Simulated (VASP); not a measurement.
# Li4TaO (Cmmm) in VASP: single point with PBE

Aim: the single point of Li4TaO with PBE.

Everything below comes from runs of VASP 6.6.1. Logs are shortened: lines on timing, memory, paths and dates and some standing lists are left out, and cuts for length are marked.

## (1) The cell of the first run

The structure is orthorhombic, space group Cmmm (No. 65). The conventional cell has a = 2.951 Å, b = 11.273 Å, c = 4.427 Å, α = 90.00°, β = 90.00°, γ = 90.00°. Within 3.0 Å of Li (site symmetry m2m) lie 2 O at 2.06 Å and 2 Ta at 2.64 Å and 7 Li at 2.71 to 2.95 Å. Li (site symmetry 2/m) has 2 Li at 1.48 Å within 2.0 Å. Within 3.6 Å of Ta (site symmetry mmm) lie 12 Li at 2.64 to 3.58 Å and 4 O at 2.66 Å and 2 Ta at 2.95 Å. Within 2.7 Å of O (site symmetry mmm) lie 4 Li at 2.06 Å and 4 Ta at 2.66 Å.

The cell was generated, and may not be a known phase.

## (2) Single point, PBE, collinear spin

Input file INCAR:

```
SYSTEM = Li4TaO
PREC = Accurate ; ENCUT = 880
EDIFF = 1E-6 ; ISMEAR = 0
SIGMA = 0.1 ; LREAL = .False.
LASPH = .True. ; NELM = 200
ALGO = Normal ; ISIF = 2
LWAVE = .False. ; LCHARG = .True.
ISPIN = 2 ; MAGMOM = 0 0 0 0 0.59 0
LORBIT = 11 ; LMAXMIX = 4
GGA = PE ; LELF = .True.
LVHAR = .True. ; NBANDS = 28
GGA_COMPAT = .False.
```

Input file KPOINTS:

```
regular mesh
0
Gamma
  6 6 4
  0 0 0
```

Input file POSCAR:

```
Li4TaO
1.0
    1.4753892088     -5.6362568424      0.0000000000
    1.4753892088      5.6362568424      0.0000000000
    0.0000000000      0.0000000000      4.4274118372
Li Ta O
4 1 1
Direct
    0.3719758094      0.6280241906      0.0000000000
    0.6280241906      0.3719758094      0.0000000000
    0.5000000000      0.0000000000      0.5000000000
    0.0000000000      0.5000000000      0.5000000000
    0.5000000000      0.5000000000      0.5000000000
    0.0000000000      0.0000000000      0.0000000000
```

Potentials or basis: VASP PAW PBE potentials, release 64 (Li_sv, Ta_sv_GW, O).

The run is started by

```bash
$ cat potpaw_PBE.64/Li_sv/POTCAR potpaw_PBE.64/Ta_sv_GW/POTCAR potpaw_PBE.64/O/POTCAR > POTCAR
$ mpirun -np 1 vasp_std > vasp.out
```

OUTCAR:

```text
SYSTEM = Li4TaO
   PREC = Accurate
   ENCUT = 880
   EDIFF = 1E-6
   ISMEAR = 0
   LREAL = .False.
   LASPH = .True.
   NELM = 200
   ISIF = 2
   ISPIN = 2
   LORBIT = 11
   GGA = PE

 ion  position               nearest neighbor table
   1  0.372  0.628  0.000-   6 2.06   6 2.06   5 2.64   5 2.64
   2  0.628  0.372  0.000-   6 2.06   6 2.06   5 2.64   5 2.64
   3  0.500  0.000  0.500-   4 1.48   4 1.48   5 2.91   5 2.91
   4  0.000  0.500  0.500-   3 1.48   3 1.48   5 2.91   5 2.91
   5  0.500  0.500  0.500-   1 2.64   2 2.64   1 2.64   2 2.64   3 2.91   4 2.91   3 2.91   4 2.91

   6  0.000  0.000  0.000-   2 2.06   1 2.06   2 2.06   1 2.06

  LATTYP: Found a base centered orthorhombic cell.
 ALAT       =     2.9507784176
 B/A-ratio  =     3.8201830465
 C/A-ratio  =     1.5004216551

  Lattice vectors:

 A1 = (   1.4753892088,  -5.6362568424,   0.0000000000)
 A2 = (   1.4753892088,   5.6362568424,   0.0000000000)
 A3 = (   0.0000000000,   0.0000000000,   4.4274118372)

Analysis of symmetry for initial positions (statically):
=====================================================================
 Subroutine PRICEL returns:
 Original cell was already a primitive cell.

 Routine SETGRP: Setting up the symmetry group for a
 base centered orthorhombic supercell.

 Subroutine GETGRP returns: Found  8 space group operations
 (whereof  8 operations were pure point group operations)
 out of a pool of  8 trial point group operations.

The static configuration has the point symmetry D_2h.

Analysis of symmetry for dynamics (positions and initial velocities):
=====================================================================
 Subroutine PRICEL returns:
 Original cell was already a primitive cell.

 Routine SETGRP: Setting up the symmetry group for a
 base centered orthorhombic supercell.

 Subroutine GETGRP returns: Found  8 space group operations
 (whereof  8 operations were pure point group operations)
 out of a pool of  8 trial point group operations.

The dynamic configuration has the point symmetry D_2h.

Analysis of structural, dynamic, and magnetic symmetry:
=====================================================================
 Subroutine PRICEL returns:
 Original cell was already a primitive cell.

[... 149 lines left out ...]
  volume of cell :       73.63
 maximum number of plane-waves:      4398
   NGX = 29   NGY = 29   NGZ = 21

 number of electron      31.0000004 magnetization       0.0013373

 number of electron      31.0000004 magnetization      -0.0184538

 Free energy of the ion-electron system (eV)
  ---------------------------------------------------
  ext. energy  EPLUGINS =         0.00000000
  ---------------------------------------------------
  free energy    TOTEN  =       -24.79774853 eV

  energy without entropy =      -24.78893663  energy(sigma->0) =      -24.79334258

 E-fermi :   4.8772     XC(G=0):  -9.8987

 val. band max:        4.8735287526   @ k =   0.1667   0.1667   0.2500
 cond. band min:       4.8872630690   @ k =   0.3333   0.1667   0.5000
 fundamental gap:      0.0137343164
 Fermi energy:         4.8772214187

 spin component 1

 k-point     1 :       0.0000    0.0000    0.0000
  band No.  band energies     occupation
      1     -63.9796      1.00000
      2     -44.8720      1.00000
      3     -42.5645      1.00000
      4     -40.6977      1.00000
      5     -40.6842      1.00000
      6     -30.7066      1.00000
[... 709 lines left out ...]
     26      14.8681      0.00000
     27      15.5291      0.00000

 [... further k-points ...]

 spin component 2

 k-point     1 :       0.0000    0.0000    0.0000
  band No.  band energies     occupation
      1     -63.9871      1.00000
      2     -44.8712      1.00000
      3     -42.5637      1.00000
      4     -40.6983      1.00000
      5     -40.6849      1.00000
      6     -30.7209      1.00000
[... 709 lines left out ...]
     26      14.8651      0.00000
     27      15.5215      0.00000

 [... further k-points ...]

 [bands above 27 left out]

------------------------ aborting loop because EDIFF is reached ----------------------------------------

  FORCE on cell =-STRESS in cart. coord.  units (eV):
  Direction    XX          YY          ZZ          XY          YZ          ZX
  --------------------------------------------------------------------------------------
  -------------------------------------------------------------------------------------
  Total       -0.2625235      0.0136146     -0.0291930     -0.0000000      0.0000000      0.0000000
  in kB       -5.7121743      0.2962369     -0.6352020     -0.0000000      0.0000000      0.0000000
  external PRESSURE =      -2.0170465 kB  Pullay stress =       0.0000000 kB

 VOLUME and BASIS-vectors are now :
 -----------------------------------------------------------------------------
  energy-cutoff  :      880.00
  volume of cell :       73.63
      direct lattice vectors                 reciprocal lattice vectors
     1.475389209 -5.636256842  0.000000000     0.338893627 -0.088711358  0.000000000
     1.475389209  5.636256842  0.000000000     0.338893627  0.088711358  0.000000000
     0.000000000  0.000000000  4.427411837     0.000000000  0.000000000  0.225865593

 POSITION                                       TOTAL-FORCE (eV/Angst)
 -----------------------------------------------------------------------------------
      1.47539      1.44315      0.00000         0.000000      0.001747     -0.000000
      1.47539     -1.44315      0.00000         0.000000     -0.001747      0.000000
      0.73769     -2.81813      2.21371        -0.000000      0.000000      0.000000
      0.73769      2.81813      2.21371         0.000000      0.000000      0.000000
      1.47539      0.00000      2.21371        -0.000000     -0.000000      0.000000
      0.00000      0.00000      0.00000         0.000000      0.000000      0.000000
 -----------------------------------------------------------------------------------
    total drift:                                0.000000      0.000000      0.000000

  FREE ENERGIE OF THE ION-ELECTRON SYSTEM (eV)
  ---------------------------------------------------
  free  energy   TOTEN  =       -24.7977485250 eV

  energy  without entropy=      -24.7889366346  energy(sigma->0) =      -24.79334258

 total charge

# of ion       s       p       d       f       tot
--------------------------------------------------
    1        2.036   0.080   0.000   0.000   2.115
    2        2.036   0.080   0.000   0.000   2.115
    3        2.056   0.145   0.000   0.000   2.201
    4        2.056   0.145   0.000   0.000   2.201
    5        3.295   5.985   2.201   0.015  11.495
    6        1.557   3.334   0.000   0.000   4.891
--------------------------------------------------
tot         13.035   9.768   2.201   0.015  25.018

 magnetization (x)

# of ion       s       p       d       f       tot
--------------------------------------------------
    1       -0.000  -0.000   0.000   0.000  -0.000
    2       -0.000  -0.000   0.000   0.000  -0.000
    3        0.000   0.000   0.000   0.000   0.001
    4        0.000   0.000   0.000   0.000   0.001
    5       -0.001   0.000  -0.017   0.000  -0.018
    6        0.000   0.001   0.000   0.000   0.001
--------------------------------------------------
tot         -0.001   0.001  -0.017   0.000  -0.017
```

OSZICAR:

```text
N       E                     dE             d eps       ncg     rms          rms(c)
DAV:   1     0.341046733253E+03    0.34105E+03   -0.18902E+04  4368   0.166E+03
[... 15 lines left out ...]
DAV:  17    -0.248039136760E+02    0.25652E-01   -0.33380E-02  5188   0.104E+00    0.179E+01
DAV:  18    -0.247991104003E+02    0.48033E-02   -0.88218E-03  6016   0.507E-01    0.611E+00
DAV:  19    -0.247981501249E+02    0.96028E-03   -0.15491E-03  5612   0.216E-01    0.326E+00
DAV:  20    -0.247977578154E+02    0.39231E-03   -0.82531E-04  5004   0.172E-01    0.813E-01
DAV:  21    -0.247977455141E+02    0.12301E-04   -0.14369E-04  6380   0.608E-02    0.136E-01
DAV:  22    -0.247977476250E+02   -0.21109E-05   -0.10424E-05  5604   0.158E-02    0.178E-01
DAV:  23    -0.247977485250E+02   -0.90003E-06   -0.28165E-06  4444   0.747E-03
   1 F= -.24797749E+02 E0= -.24793343E+02  d E =-.881189E-02  mag=    -0.0194
```

It took 15 min on 1 thread of Intel Xeon Platinum 8259CL at 2.50GHz (Skylake/Cascade Lake), shared host; peak memory 0.69 GiB.

Results:

```yaml
Free_energy: -24.7977 eV
Pressure: -0.2 GPa
Net_moment: -0.02 μB per cell
Valence_electrons_inside_the_program's_atomic_spheres: Li 2.12, 2.20 (each value once); Ta 11.49; O 4.89
```

Stress tensor (GPa, compression positive):
```
-0.57  0.00  0.00
 0.00  0.03  0.00
 0.00  0.00 -0.06
```

Levels at points of the mesh, in eV from the Fermi level:
Spin up:
```
           k point  band 13  band 14  band 15  band 16  band 17  band 18  band 19  band 20
(0.00, 0.00, 0.00)    -3.18    -2.22    -0.94    -0.61     0.08     0.17     1.21     2.32
(0.50, 0.00, 0.00)    -1.08    -0.90    -0.07     0.09     2.08     2.43     2.71     3.04
(0.50, 0.50, 0.00)    -3.18    -1.96    -1.91    -1.86     0.24     2.29     2.32     2.62
(0.00, 0.00, 0.50)    -2.67    -2.52    -1.74    -1.47     0.54     2.71     2.90     3.19
(0.50, 0.00, 0.50)    -1.76    -1.45    -0.43     0.04     0.53     1.49     1.78     1.97
(0.50, 0.50, 0.50)    -2.75    -1.89    -1.78    -1.71     1.07     2.68     3.00     3.14
```
Spin down:
| k point | band 14 | band 15 | band 16 | band 17 | band 18 | band 19 |
| --- | --- | --- | --- | --- | --- | --- |
| (0.00, 0.00, 0.00) | -2.22 | -0.98 | -0.61 | 0.08 | 0.16 | 1.21 |
| (0.50, 0.00, 0.00) | -0.91 | -0.10 | 0.09 | 2.08 | 2.42 | 2.71 |
| (0.50, 0.50, 0.00) | -1.96 | -1.93 | -1.87 | 0.23 | 2.28 | 2.31 |
| (0.00, 0.00, 0.50) | -2.52 | -1.75 | -1.47 | 0.51 | 2.70 | 2.89 |
| (0.50, 0.00, 0.50) | -1.47 | -0.44 | 0.01 | 0.52 | 1.48 | 1.79 |
| (0.50, 0.50, 0.50) | -1.89 | -1.78 | -1.71 | 1.04 | 2.67 | 2.99 |

Caveat: the k points lie up to 0.37 Å⁻¹ apart; atoms lie so close that the PAW spheres overlap strongly, which falsifies energies and pressures; spin-orbit coupling is left out, which moves the levels of the heavy elements.
